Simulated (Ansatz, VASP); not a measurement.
H4CO: VASP beside Ansatz

```
CELL_PARAMETERS angstrom
14.00000 0.00000 0.00000
0.00000 14.50000 0.00000
0.00000 0.00000 15.00000
ATOMIC_POSITIONS crystal
C 0.46053 0.48429 0.48025
O 0.54950 0.45629 0.45247
H 0.45257 0.47667 0.55418
H 0.40456 0.44240 0.44582
H 0.44757 0.55760 0.46197
H 0.59544 0.49622 0.48493
```

Alike in both runs: task relaxation of the atoms; functional PBE; dispersion D3(BJ); k mesh 1 × 1 × 1; occupations gaussian, width 0.005 eV; no spin polarisation.

|  | VASP | Ansatz |
| --- | --- | --- |
| version | VASP 6.6.1 | Ansatz 0.2.0 |
| potentials or method | VASP PAW PBE potentials, release 64 (C, O, H), cutoff 520 eV | scalar-relativistic, plane waves, PAW |
| valence electrons in the cell | 14 | 14 |

```csv
,VASP,Ansatz,Ansatz less VASP
"gap on the k mesh at the Fermi level, each at its own relaxed structure (eV)",5.58,5.59,+0.011
```
